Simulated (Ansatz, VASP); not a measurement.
**Mo: VASP beside Ansatz**

Contents of INCAR:

```
SYSTEM = Mo
PREC = Accurate ; ENCUT = 600
EDIFF = 1E-7 ; ISMEAR = 0
SIGMA = 0.3 ; LREAL = .False.
LASPH = .True. ; NELM = 100
ALGO = Normal ; ISIF = 3
LWAVE = .False. ; LCHARG = .False.
GGA = PE ; IBRION = 2
NSW = 80 ; EDIFFG = -0.005
```

File KPOINTS:

```
Automatic mesh
0
Gamma
  16 16 16
  0 0 0
```

POSCAR

```
Mo
1.0
   -1.5800000000      1.5800000000      1.5800000000
    1.5800000000     -1.5800000000      1.5800000000
    1.5800000000      1.5800000000     -1.5800000000
Mo
1
Direct
    0.0000000000      0.0000000000      0.0000000000
```

Input for Ansatz:

```yaml
crystal:
  lattice:
    - [-1.58, 1.58, 1.58]
    - [1.58, -1.58, 1.58]
    - [1.58, 1.58, -1.58]
  atoms:
    - { symbol: Mo, position: [0.0, 0.0, 0.0] }
scf:
  occupations: { method: gaussian, width: 0.3 }
output:
  forces: true
  stress: true
  eigenvalues: true
hamiltonian:
  xc: pbe
kpoints:
  mp_grid: { grid: [16, 16, 16] }
relax:
  f_tol: 0.005
  max_steps: 60
  cell: { stress_tol: 0.02 }
```

Alike in both runs: task relaxation of cell and atoms; functional PBE; k mesh 16 × 16 × 16; occupations gaussian, width 0.3 eV; no spin polarisation.

```csv
,VASP,Ansatz
version,VASP 6.6.1,Ansatz 0.2.0
potentials or method,"VASP PAW PBE potentials, release 64 (Mo_sv)","scalar-relativistic, plane waves, PAW"
plane-wave cutoff (eV),600,420
valence electrons in the cell,14,14
```

```tsv
	VASP	Ansatz	Ansatz less VASP
gap on the k mesh at the Fermi level, each at its own relaxed structure (eV)	none	none	-
relaxed volume (Å³/atom)	15.81	15.79	-0.024
relaxed cell length with the largest relative difference (Å)	2.739	2.737	-0.0014
```

A gap of «none» marks a metal or a gap that the smearing closes.
